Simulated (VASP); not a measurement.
# B2O (antifluorite type) (Fm-3m) in VASP: further runs

Runs on B2O (antifluorite type). Level: PBE. Tasks: single point.

All numbers are computed with VASP 6.6.1; they aren't measurements. Logs are shortened: lines on timing, memory, paths and dates and some standing lists are left out, and cuts for length are marked.

### Step 1. The cell of the first run

Symmetry: Fm-3m, No. 225, cubic system. Conventional cell: a = 4.901 Å, b = 4.901 Å, c = 4.901 Å, α = 90.00°, β = 90.00°, γ = 90.00°. Within 2.8 Å of B (site symmetry -43m) lie 4 O at 2.12 Å and 6 B at 2.45 Å. O (site symmetry m-3m) has 8 B at 2.12 Å within 2.8 Å.

### Step 2. Single point, PBE

Input file INCAR:

```
SYSTEM = B2O
ALGO = Normal ; EDIFF = 1E-6
ENCUT = 520 ; GGA = PE
ISIF = 2 ; ISMEAR = -1
LASPH = .True. ; LCHARG = .True.
LELF = .True. ; LREAL = .False.
LVHAR = .True. ; LWAVE = .False.
NBANDS = 13 ; NELM = 80
PREC = Accurate ; SIGMA = 0.06122561905347299
```

Input file KPOINTS:

```
k-points
0
Gamma
  38 38 38
  0 0 0
```

Input file POSCAR:

```
B2O
1.0
    0.0000000000      2.4504635902      2.4504635902
    2.4504635902      0.0000000000      2.4504635902
    2.4504635902      2.4504635902      0.0000000000
B O
2 1
Direct
    0.2500000000      0.2500000000      0.2500000000
    0.7500000000      0.7500000000      0.7500000000
    0.0000000000      0.0000000000      0.0000000000
```

Potentials or basis: VASP PAW PBE potentials, release 64 (B, O).

On the command line:

```bash
cat potpaw_PBE.64/B/POTCAR potpaw_PBE.64/O/POTCAR > POTCAR
mpirun -np 1 vasp_std > vasp.out
```

OUTCAR:

```text
SYSTEM = B2O
   EDIFF = 1E-6
   ENCUT = 520
   GGA = PE
   ISIF = 2
   ISMEAR = -1
   LASPH = .True.
   LREAL = .False.
   NELM = 80
   PREC = Accurate

 ion  position               nearest neighbor table
   1  0.250  0.250  0.250-
   2  0.750  0.750  0.750-
   3  0.000  0.000  0.000-

  LATTYP: Found a face centered cubic cell.
 ALAT       =     4.9009271804

  Lattice vectors:

 A1 = (   0.0000000000,   2.4504635902,   2.4504635902)
 A2 = (   2.4504635902,   0.0000000000,   2.4504635902)
 A3 = (   2.4504635902,   2.4504635902,   0.0000000000)

Analysis of symmetry for initial positions (statically):
=====================================================================
 Subroutine PRICEL returns:
 Original cell was already a primitive cell.

 Routine SETGRP: Setting up the symmetry group for a
 face centered cubic supercell.

 Subroutine GETGRP returns: Found 48 space group operations
 (whereof 48 operations were pure point group operations)
 out of a pool of 48 trial point group operations.

The static configuration has the point symmetry O_h .

Analysis of symmetry for dynamics (positions and initial velocities):
=====================================================================
 Subroutine PRICEL returns:
 Original cell was already a primitive cell.

 Routine SETGRP: Setting up the symmetry group for a
 face centered cubic supercell.

 Subroutine GETGRP returns: Found 48 space group operations
 (whereof 48 operations were pure point group operations)
 out of a pool of 48 trial point group operations.

The dynamic configuration has the point symmetry O_h .

 Subroutine INISYM returns: Found 48 space group operations
 (whereof 48 operations are pure point group operations),
 and found     1 'primitive' translations

----------------------------------------------------------------------------------------

                                     Primitive cell

  volume of cell :      29.4289

  direct lattice vectors                    reciprocal lattice vectors
     0.000000000  2.450463590  2.450463590    -0.204043024  0.204043024  0.204043024
     2.450463590  0.000000000  2.450463590     0.204043024 -0.204043024  0.204043024
     2.450463590  2.450463590  0.000000000     0.204043024  0.204043024 -0.204043024

  length of vectors
     3.465478843  3.465478843  3.465478843     0.353412884  0.353412884  0.353412884

[... 90 lines left out ...]
   POTIM  = 0.5000    time-step for ionic-motion
   TEBEG  =    0.0;   TEEND  =   0.0 temperature during run
   PSTRESS=    0.0 pullay stress
   NELECT =      12.0000    total number of electrons
   NUPDOWN=      -1.0000    fix difference up-down
   EMIN   =  10.00;   EMAX   =-10.00  energy-range for DOS
   EFERMI =   0.00;   METHOD = LEGACY
   ISMEAR =    -1;   SIGMA  =   0.06  broadening in eV -4-tet -1-fermi 0-gaus
   EFERMI_NEDOS =   21; number of points for ismear=-14 and -15
   IALGO  =     38    algorithm
   IMIX   =      4    mixing-type and parameters
     AMIX     =   0.40;   BMIX     =  1.00
     AMIX_MAG =   1.60;   BMIX_MAG =  1.00
  volume/ion in A,a.u.               =       9.81        66.20
  Fermi-wavevector in a.u.,A,eV,Ry     =   1.213977  2.294083 20.051440  1.473739
  Thomas-Fermi vector in A             =   2.349411
   LORBIT       =      0    0 simple, 1 ext, 2 COOP (PROOUT), +10 PAW based schemes
   GGA     = PE    functional components
   LHFCALC =     F    Hartree Fock is set to
   AEXX    =    0.0000 exact exchange contribution
   IVDW    =     0    specifies the selected vdW correction
   LEPSILON=     F    determine dielectric tensor
   LRPA    =     F    only Hartree local field effects (RPA)
 non-spin polarized calculation
  energy-cutoff  :      520.00
  volume of cell :       29.43
 maximum number of plane-waves:       821
 NGX is ok and might be reduce to    28
   NGX = 13   NGY = 13   NGZ = 13

 number of electron      12.0000003 magnetization

 Free energy of the ion-electron system (eV)
  ---------------------------------------------------
  ext. energy  EPLUGINS =         0.00000000
  ---------------------------------------------------
  free energy    TOTEN  =       -11.50035567 eV

  energy without entropy =      -11.47996630  energy(sigma->0) =      -11.49016099

 E-fermi :   4.8467     XC(G=0): -10.7905

 val. band max:        4.8463116449   @ k =  -0.4211   0.1579   0.0000
 cond. band min:       4.8478421687   @ k =  -0.3421   0.3421   0.0263
 fundamental gap:      0.0015305238
 Fermi energy:         4.8467397574

 k-point     1 :       0.0000    0.0000    0.0000
  band No.  band energies     occupation
      1     -16.1485      2.00000
      2      -2.6290      2.00000
      3      -0.4313      2.00000
      4      -0.4313      2.00000
      5      -0.4313      2.00000
      6       4.5426      1.98618
      7       4.5426      1.98618
      8       4.5426      1.98618
      9       6.7191      0.00000
     10      10.7557      0.00000
     11      10.7557      0.00000
     12      10.7557      0.00000
     13      18.2272      0.00000
[... 354 lines left out ...]
  band No.  band energies     occupation
      1     -16.0924      2.00000
      2      -3.0354      2.00000
      3      -0.5604      2.00000
      4      -0.5265      2.00000
      5      -0.1557      2.00000
      6       4.1696      1.99997
      7       4.7117      1.80150
      8       4.7263      1.75457
      9       7.3524      0.00000
     10      10.2314      0.00000
     11      10.6127      0.00000
     12      10.7601      0.00000
     13      18.7165      0.00000

 [... further k-points ...]

------------------------ aborting loop because EDIFF is reached ----------------------------------------

  FORCE on cell =-STRESS in cart. coord.  units (eV):
  Direction    XX          YY          ZZ          XY          YZ          ZX
  --------------------------------------------------------------------------------------
  -------------------------------------------------------------------------------------
  Total        0.2425304      0.2425304      0.2425304     -0.0000000      0.0000000     -0.0000000
  in kB       13.2038942     13.2038942     13.2038942     -0.0000000      0.0000000     -0.0000000
  external PRESSURE =      13.2038942 kB  Pullay stress =       0.0000000 kB

 VOLUME and BASIS-vectors are now :
 -----------------------------------------------------------------------------
  energy-cutoff  :      520.00
  volume of cell :       29.43
      direct lattice vectors                 reciprocal lattice vectors
     0.000000000  2.450463590  2.450463590    -0.204043024  0.204043024  0.204043024
     2.450463590  0.000000000  2.450463590     0.204043024 -0.204043024  0.204043024
     2.450463590  2.450463590  0.000000000     0.204043024  0.204043024 -0.204043024

 POSITION                                       TOTAL-FORCE (eV/Angst)
 -----------------------------------------------------------------------------------
      1.22523      1.22523      1.22523        -0.000000     -0.000000     -0.000000
      3.67570      3.67570      3.67570         0.000000      0.000000      0.000000
      0.00000      0.00000      0.00000        -0.000000      0.000000      0.000000
 -----------------------------------------------------------------------------------
    total drift:                               -0.000000     -0.000000      0.000000

  FREE ENERGIE OF THE ION-ELECTRON SYSTEM (eV)
  ---------------------------------------------------
  free  energy   TOTEN  =       -11.5003556665 eV

  energy  without entropy=      -11.4799663038  energy(sigma->0) =      -11.49016099
```

It took 3.1 min on 1 thread of Intel Xeon 6975P-C (Granite Rapids), shared host; peak memory 0.56 GiB.

What came out:

```yaml
Free_energy: -11.5004 eV
Pressure: 1.3 GPa
Band_gap_on_the_k_mesh: zero (bands 6 and 7 overlap by 0.97 eV)
```

### Step 3. Single point, PBE

This run uses another cell than the first one, of 10.01 Å³/atom.

Input file INCAR:

```
PREC = Accurate
ENCUT = 520
EDIFF = 1E-6
ISMEAR = -1
SIGMA = 0.06122561905347299
LREAL = False
LASPH = True
NELM = 60
ALGO = Normal
ISIF = 2
LWAVE = False
LCHARG = False
GGA = PE
NBANDS = 13
```

Input file KPOINTS:

```
regular mesh
0
Gamma
  38 38 38
```

Input file POSCAR:

```
B2O
1.0
    0.0000000000      2.4670212789      2.4670212789
    2.4670212789      0.0000000000      2.4670212789
    2.4670212789      2.4670212789      0.0000000000
B O
2 1
Direct
    0.2500000000      0.2500000000      0.2500000000
    0.7500000000      0.7500000000      0.7500000000
    0.0000000000      0.0000000000      0.0000000000
```

Potentials or basis: VASP PAW PBE potentials, release 64 (B, O).

On the command line:

```bash
cat potpaw_PBE.64/B/POTCAR potpaw_PBE.64/O/POTCAR > POTCAR
mpirun -np 1 vasp_std > vasp.out
```

OUTCAR:

```text
PREC = Accurate
   ENCUT = 520
   EDIFF = 1E-6
   ISMEAR = -1
   LREAL = False
   LASPH = True
   NELM = 60
   ISIF = 2
   GGA = PE

 ion  position               nearest neighbor table
   1  0.250  0.250  0.250-
   2  0.750  0.750  0.750-
   3  0.000  0.000  0.000-

  LATTYP: Found a face centered cubic cell.
 ALAT       =     4.9340425578

  Lattice vectors:

 A1 = (   0.0000000000,   2.4670212789,   2.4670212789)
 A2 = (   2.4670212789,   0.0000000000,   2.4670212789)
 A3 = (   2.4670212789,   2.4670212789,   0.0000000000)

Analysis of symmetry for initial positions (statically):
=====================================================================
 Subroutine PRICEL returns:
 Original cell was already a primitive cell.

 Routine SETGRP: Setting up the symmetry group for a
 face centered cubic supercell.

 Subroutine GETGRP returns: Found 48 space group operations
 (whereof 48 operations were pure point group operations)
 out of a pool of 48 trial point group operations.

The static configuration has the point symmetry O_h .

Analysis of symmetry for dynamics (positions and initial velocities):
=====================================================================
 Subroutine PRICEL returns:
 Original cell was already a primitive cell.

 Routine SETGRP: Setting up the symmetry group for a
 face centered cubic supercell.

 Subroutine GETGRP returns: Found 48 space group operations
 (whereof 48 operations were pure point group operations)
 out of a pool of 48 trial point group operations.

The dynamic configuration has the point symmetry O_h .

 Subroutine INISYM returns: Found 48 space group operations
 (whereof 48 operations are pure point group operations),
 and found     1 'primitive' translations

----------------------------------------------------------------------------------------

                                     Primitive cell

[... 120 lines left out ...]
   IVDW    =     0    specifies the selected vdW correction
   LEPSILON=     F    determine dielectric tensor
   LRPA    =     F    only Hartree local field effects (RPA)
 non-spin polarized calculation
  energy-cutoff  :      520.00
  volume of cell :       30.03
 maximum number of plane-waves:       869
 NGX is ok and might be reduce to    28
   NGX = 13   NGY = 13   NGZ = 13

 number of electron      12.0000004 magnetization

 Free energy of the ion-electron system (eV)
  ---------------------------------------------------
  ext. energy  EPLUGINS =         0.00000000
  ---------------------------------------------------
  free energy    TOTEN  =       -11.50319681 eV

  energy without entropy =      -11.48436610  energy(sigma->0) =      -11.49378146

 E-fermi :   4.6428     XC(G=0): -10.6988

 val. band max:        4.6411341191   @ k =  -0.4737   0.1579   0.0000
 cond. band min:       4.6435844277   @ k =  -0.3684   0.4474   0.1842
 fundamental gap:      0.0024503086
 Fermi energy:         4.6428125244

 k-point     1 :       0.0000    0.0000    0.0000
  band No.  band energies     occupation
      1     -16.1603      2.00000
      2      -2.8169      2.00000
      3      -0.5037      2.00000
      4      -0.5037      2.00000
      5      -0.5037      2.00000
      6       4.3794      1.97328
      7       4.3794      1.97328
      8       4.3794      1.97328
      9       6.3429      0.00000
     10      10.4739      0.00000
     11      10.4739      0.00000
     12      10.4739      0.00000
     13      17.9661      0.00000
[... 354 lines left out ...]
  band No.  band energies     occupation
      1     -16.1061      2.00000
      2      -3.1880      2.00000
      3      -0.6303      2.00000
      4      -0.5983      2.00000
      5      -0.2576      2.00000
      6       3.9716      1.99997
      7       4.5451      1.66297
      8       4.5591      1.59383
      9       7.0072      0.00000
     10       9.9650      0.00000
     11      10.3358      0.00000
     12      10.4750      0.00000
     13      18.4417      0.00000

 [... further k-points ...]

------------------------ aborting loop because EDIFF is reached ----------------------------------------

  FORCE on cell =-STRESS in cart. coord.  units (eV):
  Direction    XX          YY          ZZ          XY          YZ          ZX
  --------------------------------------------------------------------------------------
  -------------------------------------------------------------------------------------
  Total       -0.0250621     -0.0250621     -0.0250621      0.0000000      0.0000000      0.0000000
  in kB       -1.3371483     -1.3371483     -1.3371483      0.0000000      0.0000000      0.0000000
  external PRESSURE =      -1.3371483 kB  Pullay stress =       0.0000000 kB

 VOLUME and BASIS-vectors are now :
 -----------------------------------------------------------------------------
  energy-cutoff  :      520.00
  volume of cell :       30.03
      direct lattice vectors                 reciprocal lattice vectors
     0.000000000  2.467021279  2.467021279    -0.202673566  0.202673566  0.202673566
     2.467021279  0.000000000  2.467021279     0.202673566 -0.202673566  0.202673566
     2.467021279  2.467021279  0.000000000     0.202673566  0.202673566 -0.202673566

 POSITION                                       TOTAL-FORCE (eV/Angst)
 -----------------------------------------------------------------------------------
      1.23351      1.23351      1.23351         0.000000      0.000000      0.000000
      3.70053      3.70053      3.70053        -0.000000     -0.000000     -0.000000
      0.00000      0.00000      0.00000         0.000000      0.000000      0.000000
 -----------------------------------------------------------------------------------
    total drift:                               -0.000000     -0.000000      0.000000

  FREE ENERGIE OF THE ION-ELECTRON SYSTEM (eV)
  ---------------------------------------------------
  free  energy   TOTEN  =       -11.5031968119 eV

  energy  without entropy=      -11.4843661020  energy(sigma->0) =      -11.49378146
```

OSZICAR:

```text
N       E                     dE             d eps       ncg     rms          rms(c)
DAV:   1     0.210481159479E+02    0.21048E+02   -0.55242E+03 37464   0.827E+02
DAV:   2    -0.107779098825E+02   -0.31826E+02   -0.28933E+02 49698   0.141E+02
DAV:   3    -0.119880004059E+02   -0.12101E+01   -0.11973E+01 39749   0.240E+01
DAV:   4    -0.119906872068E+02   -0.26868E-02   -0.26864E-02 40840   0.133E+00
DAV:   5    -0.119906927338E+02   -0.55270E-05   -0.55267E-05 40560   0.598E-02    0.511E+00
DAV:   6    -0.119482795720E+02    0.42413E-01   -0.97336E+00 38005   0.160E+01    0.569E+00
DAV:   7    -0.115028333364E+02    0.44545E+00   -0.22424E+00 40735   0.791E+00    0.716E-01
DAV:   8    -0.115041269328E+02   -0.12936E-02   -0.92311E-02 37660   0.243E+00    0.293E-01
DAV:   9    -0.115033525495E+02    0.77438E-03   -0.10283E-03 40225   0.249E-01    0.136E-01
DAV:  10    -0.115031993991E+02    0.15315E-03   -0.62270E-04 39735   0.201E-01    0.162E-02
DAV:  11    -0.115031961059E+02    0.32932E-05   -0.64737E-06 40055   0.187E-02    0.587E-03
DAV:  12    -0.115031968119E+02   -0.70599E-06   -0.19260E-06 38765   0.979E-03
   1 F= -.11503197E+02 E0= -.11493781E+02  d E =-.188307E-01
```

It took 3.5 min on 1 thread of Intel Xeon 6975P-C (Granite Rapids), shared host; peak memory 0.59 GiB.

What came out:

- Free energy: -11.5032 eV
- Pressure: -0.1 GPa
- Band gap on the k mesh: zero (bands 6 and 7 overlap by 0.97 eV)
